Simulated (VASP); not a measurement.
Wanted: the native input for a VASP 6.6.1 run.

| Quantity | Value |
| --- | --- |
| Task | single point |
| Functional | r2SCAN |
| Potentials or basis | VASP PAW PBE potentials, release 64 (Ag) |
| Cutoff | 520 eV |
| k mesh | 13 × 13 × 13 |
| Occupations | fermi-dirac, width 0.1 eV |
| Spin | no spin polarisation |
| Dipole correction | no |
| Further INCAR settings | ALGO = Normal; EDIFF = 1e-07; NBANDS = 12 |

The system is Ag.

```
Ag
1.0
     0.00000    2.05190    2.05190
     2.05190    0.00000    2.05190
     2.05190    2.05190    0.00000
Ag
1
Cartesian
  0.0000 0.0000 0.0000
```

These files were run (other wordings do the same):

POSCAR

```
Ag
1.0
    0.0000000000      2.0519023272      2.0519023272
    2.0519023272      0.0000000000      2.0519023272
    2.0519023272      2.0519023272      0.0000000000
Ag
1
Direct
    0.0000000000      0.0000000000      0.0000000000
```

INCAR.step1

```
SYSTEM = Ag
  PREC = Accurate
  ENCUT = 520
  ISMEAR = -1
  SIGMA = 0.1
  LREAL = .FALSE.
  LASPH = .TRUE.
  NELM = 60
  NBANDS = 12
  GGA = PE
  ALGO = Normal
  EDIFF = 1E-4
  LWAVE = .TRUE.
  LCHARG = .FALSE.
```

INCAR.step2

```
SYSTEM = Ag
  PREC = Accurate
  ENCUT = 520
  EDIFF = 1E-7
  ISMEAR = -1
  SIGMA = 0.1
  LREAL = .FALSE.
  LASPH = .TRUE.
  NELM = 60
  ALGO = Normal
  ISIF = 2
  LWAVE = .FALSE.
  LCHARG = .FALSE.
  METAGGA = R2SCAN
  LMIXTAU = .TRUE.
  NBANDS = 12
  ISTART = 1
```

KPOINTS

```
Automatic mesh
0
G
  13 13 13
  0 0 0
```

Potentials or basis: VASP PAW PBE potentials, release 64 (Ag).

Run with:

```bash
$ cat potpaw_PBE.64/Ag/POTCAR > POTCAR
$ cp INCAR.step1 INCAR
$ mpirun -np 1 vasp_std > vasp.out
$ cp INCAR.step2 INCAR
$ mpirun -np 1 vasp_std > vasp.out
```

It gave:

* Pressure: 0.1 GPa
* Band gap on the k mesh: zero (an odd number of electrons rules out a gap without spin polarisation)

Caveat: the PAW data sets were made with another functional, which shifts forces and pressure a little.

Run time: 100 s on 1 thread of Intel Xeon 8259CL, on a shared host, peak memory 0.15 GiB.
